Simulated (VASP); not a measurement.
# Nb2AlS2 in VASP: single point with r2SCAN

Aim: the single point of Nb2AlS2 with r2SCAN.

Program: VASP 6.6.1. These are calculated values, not measurements. Logs are shortened: lines on timing, memory, paths and dates and some standing lists are left out, and cuts for length are marked.

## Step 1: The cell of the first run

The typed cell holds 5 atoms: a = 3.411 Å, b = 3.411 Å, c = 8.918 Å, α = 90.00°, β = 90.00°, γ = 120.00°.

## Step 2: Single point, r2SCAN

Contents of POSCAR:

```
Nb2AlS2
1.0
    3.4108220000      0.0000000000      0.0000000000
   -1.7054110000      2.9538610000      0.0000000000
    0.0000000000      0.0000000000      8.9178010000
Nb S Al
2 2 1
Direct
    0.3333000000      0.6667000000      0.1410000000
    0.6667000000      0.3333000000      0.8590000000
    0.3333000000      0.6667000000      0.6670000000
    0.6667000000      0.3333000000      0.3330000000
    0.0000000000      0.0000000000      0.0000000000
```

Contents of INCAR.step1:

```
  PREC = Accurate
  ENCUT = 520
  ISMEAR = -1
  SIGMA = 0.0545
  LREAL = F
  LASPH = T
  NELM = 80
  NBANDS = 28
  GGA = PE
  ALGO = Normal
  EDIFF = 1E-4
  LWAVE = T
  LCHARG = F
```

Contents of INCAR.step2:

```
  PREC = Accurate
  ENCUT = 520
  EDIFF = 1E-7
  ISMEAR = -1
  SIGMA = 0.0545
  LREAL = F
  LASPH = T
  NELM = 80
  ALGO = Normal
  ISIF = 2
  LWAVE = F
  LCHARG = F
  METAGGA = R2SCAN
  LMIXTAU = T
  NBANDS = 28
  ISTART = 1
```

Contents of KPOINTS:

```
Automatic mesh
0
Gamma
  11 11 4
```

Potentials or basis: VASP PAW PBE potentials, release 64 (Nb_sv, S, Al).

Launch:

```bash
$ cat potpaw_PBE.64/Nb_sv/POTCAR potpaw_PBE.64/S/POTCAR potpaw_PBE.64/Al/POTCAR > POTCAR
$ cp INCAR.step1 INCAR
$ mpirun -np 1 vasp_std > vasp.out
$ cp INCAR.step2 INCAR
$ mpirun -np 1 vasp_std > vasp.out
```

OUTCAR:

```text
PREC = Accurate
   ENCUT = 520
   EDIFF = 1E-7
   ISMEAR = -1
   LREAL = F
   LASPH = T
   NELM = 80
   ISIF = 2
   METAGGA = R2SCAN
   ISTART = 1

 ion  position               nearest neighbor table
   1  0.333  0.667  0.141-   5 2.34   5 2.34   5 2.34   4 2.61   4 2.61   4 2.61
   2  0.667  0.333  0.859-   5 2.34   5 2.34   5 2.34   3 2.61   3 2.61   3 2.61
   3  0.333  0.667  0.667-   2 2.61   2 2.61   2 2.61
   4  0.667  0.333  0.333-   1 2.61   1 2.61   1 2.61
   5  0.000  0.000  0.000-   1 2.34   2 2.34   2 2.34   1 2.34   2 2.34   1 2.34

  LATTYP: Found a hexagonal cell.
 ALAT       =     3.4108220000
 C/A-ratio  =     2.6145606543

  Lattice vectors:

 A1 = (   3.4108220000,   0.0000000000,   0.0000000000)
 A2 = (  -1.7054110000,   2.9538610000,   0.0000000000)
 A3 = (   0.0000000000,   0.0000000000,   8.9178010000)

Analysis of symmetry for initial positions (statically):
=====================================================================
 Subroutine PRICEL returns:
 Original cell was already a primitive cell.

 Routine SETGRP: Setting up the symmetry group for a
 hexagonal supercell.

 Subroutine GETGRP returns: Found  4 space group operations
 (whereof  4 operations were pure point group operations)
 out of a pool of 24 trial point group operations.

The static configuration has the point symmetry C_2h.

Analysis of symmetry for dynamics (positions and initial velocities):
=====================================================================
 Subroutine PRICEL returns:
 Original cell was already a primitive cell.

 Routine SETGRP: Setting up the symmetry group for a
 hexagonal supercell.

 Subroutine GETGRP returns: Found  4 space group operations
 (whereof  4 operations were pure point group operations)
 out of a pool of 24 trial point group operations.

The dynamic configuration has the point symmetry C_2h.

 Subroutine INISYM returns: Found  4 space group operations
 (whereof  4 operations are pure point group operations),
 and found     1 'primitive' translations

----------------------------------------------------------------------------------------

                                     Primitive cell

  volume of cell :      89.8477

  direct lattice vectors                    reciprocal lattice vectors
     3.410822000  0.000000000  0.000000000     0.293184458  0.169269983  0.000000000
    -1.705411000  2.953861000  0.000000000     0.000000000  0.338539965  0.000000000
     0.000000000  0.000000000  8.917801000     0.000000000  0.000000000  0.112135267

  length of vectors
     3.410822000  3.410824165  8.917801000     0.338540180  0.338539965  0.112135267

  position of ions in fractional coordinates (direct lattice)
     0.333300000  0.666700000  0.141000000
     0.666700000  0.333300000  0.859000000
     0.333300000  0.666700000  0.667000000
     0.666700000  0.333300000  0.333000000
     0.000000000  0.000000000  0.000000000

  ion indices of the primitive-cell ions
   primitive index   ion index
                 1           1
                 2           2
                 3           3
                 4           4
                 5           5

----------------------------------------------------------------------------------------

 KPOINTS: Automatic mesh

Automatic generation of k-mesh.
 Grid dimensions read from file:
 generate k-points for:   11   11    4

 Generating k-lattice:

  Cartesian coordinates                     Fractional coordinates (reciprocal lattice)
     0.026653133  0.015388180  0.000000000     0.090909091 -0.000000000  0.000000000
     0.000000000  0.030776360  0.000000000     0.000000000  0.090909091  0.000000000
     0.000000000  0.000000000  0.028033817     0.000000000  0.000000000  0.250000000

  Length of vectors
     0.030776380  0.030776360  0.028033817

  Shift w.r.t. Gamma in fractional coordinates (k-lattice)
     0.000000000  0.000000000  0.000000000

 Subroutine IBZKPT returns following result:
 ===========================================

 Found    138 irreducible k-points:

 Following reciprocal coordinates:
            Coordinates               Weight
  0.000000  0.000000  0.000000      1.000000
  0.090909  0.000000  0.000000      4.000000
 -0.090909  0.090909  0.000000      2.000000
  0.181818  0.000000  0.000000      4.000000
 -0.181818  0.181818  0.000000      2.000000
  0.272727  0.000000  0.000000      4.000000
[... 16 lines left out ...]
  0.454545  0.090909  0.000000      4.000000
  0.454545  0.454545  0.000000      2.000000
 [... further k-points ...]
   k-points           NKPTS =    138   k-points in BZ     NKDIM =    138   number of bands    NBANDS=     28
   number of dos      NEDOS =    301   number of ions     NIONS =      5
   total plane-waves  NPLWV =  54880
   dimension x,y,z NGX =    28 NGY =   28 NGZ =   70
   dimension x,y,z NGXF=    56 NGYF=   56 NGZF=  140
   ions per type =               2   2   1
   NGX,Y,Z   is equivalent  to a cutoff of  13.65, 13.65, 13.05 a.u.
   NGXF,Y,Z  is equivalent  to a cutoff of  27.29, 27.29, 26.10 a.u.
 SYSTEM =  unknown system
   PREC   = accura    normal or accurate (medium, high low for compatibility)
   ISTART =      1    job   : 0-new  1-cont  2-samecut
   ICHARG =      0    charge: 1-file 2-atom 10-const
   ISPIN  =      1    spin polarized calculation?
   LNONCOLLINEAR =      F non collinear calculations
   LSORBIT =      F    spin-orbit coupling
   LASPH  =      T    aspherical Exc in radial PAW
   ENCUT  =  520.0 eV  38.22 Ry    6.18 a.u.   6.34  6.34 16.58*2*pi/ulx,y,z
   NELM   =     80;   NELMIN=  2; NELMDL=  0     # of ELM steps
   EDIFF  = 0.1E-06   stopping-criterion for ELM
   LREAL  =      F    real-space projection
   EDIFFG = 0.1E-05   stopping-criterion for IOM
   NSW    =      0    number of steps for IOM
   IBRION =     -1    ionic relax: 0-MD 1-quasi-New 2-CG
   NFREE  =      0    steps in history (QN), initial steepest desc. (CG)
   ISIF   =      2    stress and relaxation
   ISYM   =      2    0-nonsym 1-usesym 2-fastsym
   POTIM  = 0.5000    time-step for ionic-motion
   TEBEG  =    0.0;   TEEND  =   0.0 temperature during run
   PSTRESS=    0.0 pullay stress
   NELECT =      41.0000    total number of electrons
   NUPDOWN=      -1.0000    fix difference up-down
   EMIN   =  10.00;   EMAX   =-10.00  energy-range for DOS
   EFERMI =   0.00;   METHOD = LEGACY
   ISMEAR =    -1;   SIGMA  =   0.05  broadening in eV -4-tet -1-fermi 0-gaus
   EFERMI_NEDOS =   21; number of points for ismear=-14 and -15
   IALGO  =     38    algorithm
   IMIX   =      4    mixing-type and parameters
     AMIX     =   0.40;   BMIX     =  1.00
     AMIX_MAG =   1.60;   BMIX_MAG =  1.00
  volume/ion in A,a.u.               =      17.97       121.26
  Fermi-wavevector in a.u.,A,eV,Ry     =   1.260377  2.381767 21.613539  1.588550
  Thomas-Fermi vector in A             =   2.393890
   LORBIT       =      0    0 simple, 1 ext, 2 COOP (PROOUT), +10 PAW based schemes
   METAGGA = R2SCAN    functional components
   LHFCALC =     F    Hartree Fock is set to
   AEXX    =    0.0000 exact exchange contribution
   IVDW    =     0    specifies the selected vdW correction
   LEPSILON=     F    determine dielectric tensor
   LRPA    =     F    only Hartree local field effects (RPA)
 non-spin polarized calculation
  energy-cutoff  :      520.00
  volume of cell :       89.85
 maximum number of plane-waves:      2438
 NGX is ok and might be reduce to    28
   NGX = 13   NGY = 13   NGZ = 33

 number of electron      41.0000002 magnetization

 Free energy of the ion-electron system (eV)
  ---------------------------------------------------
  ext. energy  EPLUGINS =         0.00000000
  ---------------------------------------------------
  free energy    TOTEN  =       -72.39023903 eV

  energy without entropy =      -72.37082556  energy(sigma->0) =      -72.38053230

 E-fermi :   7.5064     XC(G=0): -11.5265

 val. band max:        7.5019035077   @ k =  -0.4545   0.3636   0.2500
 cond. band min:       7.5087575150   @ k =   0.4545   0.0909   0.0000
 fundamental gap:      0.0068540073
 Fermi energy:         7.5063931104

 k-point     1 :       0.0000    0.0000    0.0000
  band No.  band energies     occupation
      1     -49.0526      2.00000
      2     -48.9950      2.00000
      3     -24.6564      2.00000
      4     -24.3964      2.00000
      5     -24.3964      2.00000
      6     -24.3205      2.00000
[... 20 lines left out ...]
     27       9.7557      0.00000
     28      12.2596      0.00000

 k-point     2 :       0.0909    0.0000    0.0000
  band No.  band energies     occupation
      1     -49.0491      2.00000
      2     -48.9937      2.00000
      3     -24.6490      2.00000
      4     -24.4290      2.00000
      5     -24.4042      2.00000
      6     -24.3443      2.00000
[... 20 lines left out ...]
     27      10.0219      0.00000
     28      12.6292      0.00000

 k-point     3 :      -0.0909    0.0909    0.0000
  band No.  band energies     occupation
      1     -49.0491      2.00000
      2     -48.9937      2.00000
      3     -24.6490      2.00000
      4     -24.4290      2.00000
      5     -24.4042      2.00000
      6     -24.3444      2.00000
[... 20 lines left out ...]
     27      10.0230      0.00000
     28      12.6291      0.00000

 k-point     4 :       0.1818    0.0000    0.0000
  band No.  band energies     occupation
      1     -49.0395      2.00000
      2     -48.9905      2.00000
      3     -24.6343      2.00000
      4     -24.5068      2.00000
      5     -24.4247      2.00000
      6     -24.4008      2.00000
[... 20 lines left out ...]
     27      10.4078      0.00000
     28      13.3053      0.00000

 k-point     5 :      -0.1818    0.1818    0.0000
  band No.  band energies     occupation
      1     -49.0395      2.00000
      2     -48.9905      2.00000
      3     -24.6343      2.00000
      4     -24.5068      2.00000
      5     -24.4247      2.00000
      6     -24.4009      2.00000
[... 20 lines left out ...]
     27      10.4090      0.00000
     28      13.3051      0.00000

 k-point     6 :       0.2727    0.0000    0.0000
  band No.  band energies     occupation
      1     -49.0263      2.00000
      2     -48.9870      2.00000
      3     -24.6439      2.00000
      4     -24.5952      2.00000
      5     -24.4508      2.00000
      6     -24.4445      2.00000
[... 463 lines left out ...]
      5     -24.5027      2.00000
      6     -24.4243      2.00000
[... 20 lines left out ...]
     27      11.6864      0.00000
     28      13.1817      0.00000

 k-point    22 :      -0.4545    0.3636    0.0000
  band No.  band energies     occupation
      1     -49.0061      2.00000
      2     -48.9847      2.00000
      3     -24.7302      2.00000
      4     -24.6707      2.00000
      5     -24.5027      2.00000
      6     -24.4244      2.00000
[... 20 lines left out ...]
     27      11.6859      0.00000
     28      13.1810      0.00000

 k-point    23 :       0.4545    0.0909    0.0000
  band No.  band energies     occupation
      1     -49.0008      2.00000
      2     -48.9854      2.00000
      3     -24.7544      2.00000
      4     -24.6868      2.00000
      5     -24.5098      2.00000
      6     -24.4188      2.00000
[... 20 lines left out ...]
     27      12.2040      0.00000
     28      12.9966      0.00000

 k-point    24 :       0.4545    0.4545    0.0000
  band No.  band energies     occupation
      1     -49.0008      2.00000
      2     -48.9854      2.00000
      3     -24.7544      2.00000
      4     -24.6868      2.00000
      5     -24.5098      2.00000
      6     -24.4189      2.00000
[... 20 lines left out ...]
     27      12.2033      0.00000
     28      12.9972      0.00000

 [... further k-points ...]

------------------------ aborting loop because EDIFF is reached ----------------------------------------

  FORCE on cell =-STRESS in cart. coord.  units (eV):
  Direction    XX          YY          ZZ          XY          YZ          ZX
  --------------------------------------------------------------------------------------
  -------------------------------------------------------------------------------------
  Total       10.2285056     10.2217152      8.7102849     -0.0058957     -0.0011203      0.0019405
  in kB      182.3962412    182.2751533    155.3231014     -0.1051325     -0.0199780      0.0346033
  external PRESSURE =     173.3314986 kB  Pullay stress =       0.0000000 kB

 VOLUME and BASIS-vectors are now :
 -----------------------------------------------------------------------------
  energy-cutoff  :      520.00
  volume of cell :       89.85
      direct lattice vectors                 reciprocal lattice vectors
     3.410822000  0.000000000  0.000000000     0.293184458  0.169269983  0.000000000
    -1.705411000  2.953861000  0.000000000     0.000000000  0.338539965  0.000000000
     0.000000000  0.000000000  8.917801000     0.000000000  0.000000000  0.112135267

 POSITION                                       TOTAL-FORCE (eV/Angst)
 -----------------------------------------------------------------------------------
     -0.00017      1.96934      1.25741         0.003805     -0.002197      7.862507
      1.70558      0.98452      7.66039        -0.003805      0.002197     -7.862507
     -0.00017      1.96934      5.94817         0.001292     -0.000746      1.974135
      1.70558      0.98452      2.96963        -0.001292      0.000746     -1.974135
      0.00000      0.00000      0.00000         0.000000      0.000000      0.000000
 -----------------------------------------------------------------------------------
    total drift:                                0.000000      0.000000      0.000000

  FREE ENERGIE OF THE ION-ELECTRON SYSTEM (eV)
  ---------------------------------------------------
  free  energy   TOTEN  =       -72.3902390338 eV

  energy  without entropy=      -72.3708255611  energy(sigma->0) =      -72.38053230
```

Wall time 26 min (1 thread of Intel Xeon Platinum 8259CL at 2.50GHz (Skylake/Cascade Lake), shared host); peak memory 0.46 GiB.

Results:

| Quantity | Value |
| --- | --- |
| Free energy | -72.3902 eV |
| Pressure | 17.3 GPa |
| Largest force | 7.863 eV/Å |

Forces in eV/Å, atoms in the order of the input:
```
Nb   0.004 -0.002  7.863
Nb  -0.004  0.002 -7.863
S    0.001 -0.001  1.974
S   -0.001  0.001 -1.974
Al   0.000  0.000  0.000
```

Levels at points of the mesh, in eV from the Fermi level:
```tsv
k point	band 19	band 20	band 21	band 22	band 23	band 24
(0.00, 0.00, 0.00)	-0.68	-0.20	-0.13	0.92	0.92	2.21
(0.00, 0.00, 0.50)	-0.67	-0.67	0.47	0.79	0.79	2.26
```

Caveat: the PAW data sets were made with another functional, which shifts forces and pressure a little.
